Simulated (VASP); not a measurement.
# CaO in VASP: further runs, part 2 of 2

VASP 6.6.1. The steps go on from the part before.

**3. Single point, PBEsol (in-plane strain -0.02, then relaxed in part)**

File INCAR:

```
SYSTEM = CaO
  ALGO = Normal
  EDIFF = 1E-6
  ENCUT = 520
  GGA = PS
  ISIF = 2
  ISMEAR = 0
  LASPH = .True.
  LCHARG = .True.
  LELF = .True.
  LREAL = .False.
  LVHAR = .True.
  LWAVE = .False.
  NBANDS = 15
  NELM = 60
  PREC = Accurate
  SIGMA = 0.01
```

File KPOINTS:

```
k-points
0
Gamma
  8 8 8
  0 0 0
```

File POSCAR:

```
CaO
1.0
    2.3359047353      2.3359047353      0.0000000000
   -2.3359047353      2.3359047353      0.0000000000
    0.0000000000      2.3359047353      2.4095755209
Ca O
1 1
Direct
    0.0000000000      0.0000000000      0.0000000000
    0.5000000000      0.5000000000      0.0000000000
```

Potentials or basis: VASP PAW PBE potentials, release 64 (Ca_sv, O).

Run with:

```
$ cat potpaw_PBE.64/Ca_sv/POTCAR potpaw_PBE.64/O/POTCAR > POTCAR
$ mpirun -np 1 vasp_std > vasp.out
```

OUTCAR:

```text
SYSTEM = CaO
   EDIFF = 1E-6
   ENCUT = 520
   GGA = PS
   ISIF = 2
   ISMEAR = 0
   LASPH = .True.
   LREAL = .False.
   NELM = 60
   PREC = Accurate

 ion  position               nearest neighbor table
   1  0.000  0.000  0.000-   2 2.34   2 2.34   2 2.34   2 2.34   2 2.41   2 2.41
   2  0.500  0.500  0.000-   1 2.34   1 2.34   1 2.34   1 2.34   1 2.41   1 2.41

  LATTYP: Found a body centered tetragonal cell.
 ALAT       =     3.3034681571
 C/A-ratio  =     1.4588156485

  Lattice vectors:

 A1 = (   2.3359047353,   0.0000000000,  -2.4095755209)
 A2 = (  -2.3359047353,   0.0000000000,  -2.4095755209)
 A3 = (   0.0000000000,   2.3359047353,   2.4095755209)

Analysis of symmetry for initial positions (statically):
=====================================================================
 Subroutine PRICEL returns:
 Original cell was already a primitive cell.

 Routine SETGRP: Setting up the symmetry group for a
 body centered tetragonal supercell.

 Subroutine GETGRP returns: Found 16 space group operations
 (whereof 16 operations were pure point group operations)
 out of a pool of 16 trial point group operations.

The static configuration has the point symmetry D_4h.

Analysis of symmetry for dynamics (positions and initial velocities):
=====================================================================
 Subroutine PRICEL returns:
 Original cell was already a primitive cell.

 Routine SETGRP: Setting up the symmetry group for a
 body centered tetragonal supercell.

 Subroutine GETGRP returns: Found 16 space group operations
 (whereof 16 operations were pure point group operations)
 out of a pool of 16 trial point group operations.

The dynamic configuration has the point symmetry D_4h.

 Subroutine INISYM returns: Found 16 space group operations
 (whereof 16 operations are pure point group operations),
 and found     1 'primitive' translations

----------------------------------------------------------------------------------------

                                     Primitive cell

  volume of cell :      26.2955

  direct lattice vectors                    reciprocal lattice vectors
     2.335904735  2.335904735  0.000000000     0.214049825  0.214049825 -0.207505428
    -2.335904735  2.335904735  0.000000000    -0.214049825  0.214049825 -0.207505428
     0.000000000  2.335904735  2.409575521     0.000000000  0.000000000  0.415010856

  length of vectors
     3.303468157  3.303468157  3.355965602     0.367005665  0.367005665  0.415010856

  position of ions in fractional coordinates (direct lattice)
     0.000000000  0.000000000  0.000000000
     0.500000000  0.500000000  0.000000000

  ion indices of the primitive-cell ions
   primitive index   ion index
                 1           1
                 2           2

----------------------------------------------------------------------------------------

 KPOINTS: k-points

Automatic generation of k-mesh.
 Grid dimensions read from file:
 generate k-points for:    8    8    8

 Generating k-lattice:

  Cartesian coordinates                     Fractional coordinates (reciprocal lattice)
     0.026756228  0.026756228 -0.025938179     0.125000000  0.000000000  0.000000000
    -0.026756228  0.026756228 -0.025938179     0.000000000  0.125000000  0.000000000
     0.000000000  0.000000000  0.051876357     0.000000000  0.000000000  0.125000000

  Length of vectors
     0.045875708  0.045875708  0.051876357

  Shift w.r.t. Gamma in fractional coordinates (k-lattice)
     0.000000000  0.000000000  0.000000000

 Subroutine IBZKPT returns following result:
 ===========================================

 Found     59 irreducible k-points:

 Following reciprocal coordinates:
            Coordinates               Weight
  0.000000  0.000000  0.000000      1.000000
  0.125000  0.000000 -0.000000      8.000000
  0.250000  0.000000 -0.000000      8.000000
  0.375000  0.000000 -0.000000      8.000000
  0.500000  0.000000 -0.000000      4.000000
  0.125000  0.125000 -0.000000      8.000000
[... 16 lines left out ...]
  0.250000  0.000000  0.125000      4.000000
  0.375000  0.000000  0.125000      8.000000
 [... further k-points ...]
   k-points           NKPTS =     59   k-points in BZ     NKDIM =     59   number of bands    NBANDS=     15
   number of dos      NEDOS =    301   number of ions     NIONS =      2
   total plane-waves  NPLWV =  21952
   dimension x,y,z NGX =    28 NGY =   28 NGZ =   28
   dimension x,y,z NGXF=    56 NGYF=   56 NGZF=   56
   ions per type =               1   1
   NGX,Y,Z   is equivalent  to a cutoff of  14.09, 14.09, 13.87 a.u.
   NGXF,Y,Z  is equivalent  to a cutoff of  28.18, 28.18, 27.74 a.u.
 SYSTEM =  CaO
   PREC   = accura    normal or accurate (medium, high low for compatibility)
   ISTART =      0    job   : 0-new  1-cont  2-samecut
   ICHARG =      2    charge: 1-file 2-atom 10-const
   ISPIN  =      1    spin polarized calculation?
   LNONCOLLINEAR =      F non collinear calculations
   LSORBIT =      F    spin-orbit coupling
   LASPH  =      T    aspherical Exc in radial PAW
   ENCUT  =  520.0 eV  38.22 Ry    6.18 a.u.   6.14  6.14  6.24*2*pi/ulx,y,z
   NELM   =     60;   NELMIN=  2; NELMDL= -5     # of ELM steps
   EDIFF  = 0.1E-05   stopping-criterion for ELM
   LREAL  =      F    real-space projection
   EDIFFG = 0.1E-04   stopping-criterion for IOM
   NSW    =      0    number of steps for IOM
   IBRION =     -1    ionic relax: 0-MD 1-quasi-New 2-CG
   NFREE  =      0    steps in history (QN), initial steepest desc. (CG)
   ISIF   =      2    stress and relaxation
   ISYM   =      2    0-nonsym 1-usesym 2-fastsym
   POTIM  = 0.5000    time-step for ionic-motion
   TEBEG  =    0.0;   TEEND  =   0.0 temperature during run
   PSTRESS=    0.0 pullay stress
   NELECT =      16.0000    total number of electrons
   NUPDOWN=      -1.0000    fix difference up-down
   EMIN   =  10.00;   EMAX   =-10.00  energy-range for DOS
   EFERMI =   0.00;   METHOD = LEGACY
   ISMEAR =     0;   SIGMA  =   0.01  broadening in eV -4-tet -1-fermi 0-gaus
   EFERMI_NEDOS =   21; number of points for ismear=-14 and -15
   IALGO  =     38    algorithm
   IMIX   =      4    mixing-type and parameters
     AMIX     =   0.40;   BMIX     =  1.00
     AMIX_MAG =   1.60;   BMIX_MAG =  1.00
  volume/ion in A,a.u.               =      13.15        88.73
  Fermi-wavevector in a.u.,A,eV,Ry     =   1.387249  2.621521 26.183882  1.924461
  Thomas-Fermi vector in A             =   2.511488
   LORBIT       =      0    0 simple, 1 ext, 2 COOP (PROOUT), +10 PAW based schemes
   GGA     = PS    functional components
   LHFCALC =     F    Hartree Fock is set to
   AEXX    =    0.0000 exact exchange contribution
   IVDW    =     0    specifies the selected vdW correction
   LEPSILON=     F    determine dielectric tensor
   LRPA    =     F    only Hartree local field effects (RPA)
 non-spin polarized calculation
 Gauss-broadening in eV      SIGMA  =   0.01
  energy-cutoff  :      520.00
  volume of cell :       26.30
 maximum number of plane-waves:       718
 NGX is ok and might be reduce to    28
   NGX = 13   NGY = 13   NGZ = 13

 number of electron      15.9999997 magnetization

 Free energy of the ion-electron system (eV)
  ---------------------------------------------------
  ext. energy  EPLUGINS =         0.00000000
  ---------------------------------------------------
  free energy    TOTEN  =       -13.38708287 eV

  energy without entropy =      -13.38708287  energy(sigma->0) =      -13.38708287

 E-fermi :   2.6074     XC(G=0): -11.0063

 val. band max:        2.5433584452   @ k =   0.0000   0.0000   0.0000
 cond. band min:       5.9858370801   @ k =   0.5000   0.5000  -0.0000
 fundamental gap:      3.4424786350
 Fermi energy:         2.6074338366

 k-point     1 :       0.0000    0.0000    0.0000
  band No.  band energies     occupation
      1     -34.6580      2.00000
      2     -15.4665      2.00000
      3     -15.4491      2.00000
      4     -15.4491      2.00000
      5     -13.0410      2.00000
      6       2.4514      2.00000
      7       2.5434      2.00000
      8       2.5434      2.00000
      9       7.4796      0.00000
     10       8.6763      0.00000
     11       8.9109      0.00000
     12       8.9109      0.00000
     13      10.3648      0.00000
     14      10.6147      0.00000
[... 401 lines left out ...]
      2     -16.4930      2.00000
      3     -15.6202      2.00000
      4     -15.4591      2.00000
      5     -11.9226      2.00000
      6       0.4560      2.00000
      7       1.4277      2.00000
      8       1.7219      2.00000
      9       8.8368      0.00000
     10       9.8457      0.00000
     11      10.0901      0.00000
     12      10.8241      0.00000
     13      12.4477      0.00000
     14      12.9278      0.00000
     15      18.7076      0.00000

 [... further k-points ...]
[... 5 lines left out ...]
  --------------------------------------------------------------------------------------
  -------------------------------------------------------------------------------------
  Total        1.0921363      1.0921363      0.0859787      0.0000000      0.0000000      0.0000000
  in kB       66.5436524     66.5436524      5.2386633      0.0000000      0.0000000      0.0000000
  external PRESSURE =      46.1086560 kB  Pullay stress =       0.0000000 kB

 VOLUME and BASIS-vectors are now :
 -----------------------------------------------------------------------------
  energy-cutoff  :      520.00
  volume of cell :       26.30
      direct lattice vectors                 reciprocal lattice vectors
     2.335904735  2.335904735  0.000000000     0.214049825  0.214049825 -0.207505428
    -2.335904735  2.335904735  0.000000000    -0.214049825  0.214049825 -0.207505428
     0.000000000  2.335904735  2.409575521     0.000000000  0.000000000  0.415010856

 POSITION                                       TOTAL-FORCE (eV/Angst)
 -----------------------------------------------------------------------------------
      0.00000      0.00000      0.00000         0.000000     -0.000000      0.000000
      0.00000      2.33590      0.00000        -0.000000      0.000000      0.000000
 -----------------------------------------------------------------------------------
    total drift:                               -0.000000      0.000000     -0.000000

  FREE ENERGIE OF THE ION-ELECTRON SYSTEM (eV)
  ---------------------------------------------------
  free  energy   TOTEN  =       -13.3870828681 eV

  energy  without entropy=      -13.3870828681  energy(sigma->0) =      -13.38708287
```

OSZICAR:

```text
N       E                     dE             d eps       ncg     rms          rms(c)
DAV:   1     0.123304917782E+03    0.12330E+03   -0.84872E+03  1770   0.110E+03
DAV:   2    -0.983216128233E+01   -0.13314E+03   -0.12333E+03  2205   0.290E+02
DAV:   3    -0.147917961826E+02   -0.49596E+01   -0.49304E+01  2162   0.581E+01
DAV:   4    -0.149234215561E+02   -0.13163E+00   -0.13154E+00  2400   0.845E+00
DAV:   5    -0.149251940364E+02   -0.17725E-02   -0.17724E-02  2156   0.916E-01    0.810E+00
DAV:   6    -0.134769072256E+02    0.14483E+01   -0.41856E+00  2037   0.210E+01    0.342E+00
DAV:   7    -0.134038463159E+02    0.73061E-01   -0.35981E-01  2009   0.630E+00    0.176E+00
DAV:   8    -0.133881785732E+02    0.15668E-01   -0.71160E-02  2288   0.284E+00    0.403E-01
DAV:   9    -0.133867507929E+02    0.14278E-02   -0.51583E-03  1848   0.603E-01    0.997E-02
DAV:  10    -0.133871074194E+02   -0.35663E-03   -0.50549E-04  2156   0.253E-01    0.404E-02
DAV:  11    -0.133870833774E+02    0.24042E-04   -0.41165E-05  2388   0.889E-02    0.554E-03
DAV:  12    -0.133870828681E+02    0.50931E-06   -0.52665E-06  2057   0.224E-02
   1 F= -.13387083E+02 E0= -.13387083E+02  d E =-.325450E-22
```

Run time: 14 s. Hardware: 1 thread of Intel Xeon Platinum 8559C (Emerald Rapids), shared host; peak memory 0.17 GiB.

Results:

* Free energy: -13.3871 eV
* Pressure: 4.6 GPa
* Band gap on the k mesh: 3.44 eV, indirect (least direct gap 3.82 eV)

Stress tensor (GPa, compression positive):
```
6.65 0.00 0.00
0.00 6.65 0.00
0.00 0.00 0.52
```

Caveat: the cell differs from its parent crystal (in-plane strain -0.02, then relaxed in part); the PAW data sets were made with another functional, which shifts forces and pressure a little.

**4. Single point, PBEsol (in-plane strain -0.02)**

File INCAR:

```
PREC = Accurate
ENCUT = 520
EDIFF = 1E-6
ISMEAR = 0
SIGMA = 0.01
LREAL = False
LASPH = True
NELM = 80
ALGO = Normal
ISIF = 2
LWAVE = False
LCHARG = False
GGA = PS
NBANDS = 15
```

File KPOINTS:

```
Automatic mesh
0
Gamma
  8 8 8
```

POSCAR: that of step 3 with these lines changed.

```diff
@@ -4,3 +4,3 @@
    -2.3359047353      2.3359047353      0.0000000000
-    0.0000000000      2.3359047353      2.4095755209
+    0.0000000000      2.3359047353      2.4121791756
 Ca O
```

Run with:

```
$ cat potpaw_PBE.64/Ca_sv/POTCAR potpaw_PBE.64/O/POTCAR > POTCAR
$ mpirun -np 1 vasp_std > vasp.out
```

Wall time 13 s (1 thread of Intel Xeon Platinum 8559C (Emerald Rapids), shared host); peak memory 0.16 GiB.

The run converged. Its results:

| Quantity | Value |
| --- | --- |
| Free energy | -13.3872 eV |
| Pressure | 4.5 GPa |
| Band gap on the k mesh | 3.44 eV, indirect (least direct gap 3.82 eV) |

Stress tensor (GPa, compression positive):
```
6.59 0.00 0.00
0.00 6.59 0.00
0.00 0.00 0.29
```

Levels at points of the mesh, in eV from the valence-band top:
| k point | band 6 | band 7 | band 8 | band 9 | band 10 | band 11 |
| --- | --- | --- | --- | --- | --- | --- |
| (0.00, 0.00, 0.00) | -0.09 | 0.00 | 0.00 | 4.92 | 6.12 | 6.37 |
| (0.50, 0.00, 0.00) | -2.86 | -1.37 | -1.37 | 7.23 | 8.62 | 8.66 |
| (0.50, 0.50, 0.00) | -1.25 | -0.47 | -0.38 | 3.44 | 8.39 | 9.24 |
| (0.00, 0.00, 0.50) | -1.46 | -0.34 | -0.34 | 3.54 | 8.40 | 9.20 |

Caveat: the cell differs from its parent crystal (in-plane strain -0.02); the PAW data sets were made with another functional, which shifts forces and pressure a little. A k mesh can miss the band edges.

**5. The runs side by side**

| cell | gap on the mesh (eV) | pressure (GPa) |
| --- | --- | --- |
| a = 3.371 Å, angles 60.0, 60.0, 90.0°, 2 atoms | 3.52 | 0.6 |
| a = 3.303, b = 3.303, c = 3.356 Å, angles 60.5, 60.5, 90.0°, 2 atoms | 3.44 | 4.6 |
| a = 3.303, b = 3.303, c = 3.358 Å, angles 60.5, 60.5, 90.0°, 2 atoms | 3.44 | 4.5 |

Alike in all rows: task single point; level PBEsol; potentials or basis VASP PAW PBE potentials, release 64 (Ca_sv, O); no spin polarisation; k mesh 8 × 8 × 8; cutoff (eV) 520; smearing gaussian 0.01 eV.

Caveats: the PAW data sets were made with another functional, which shifts forces and pressure a little.

Total energies depend on the potentials used, so only differences within one code and one set of settings carry meaning.
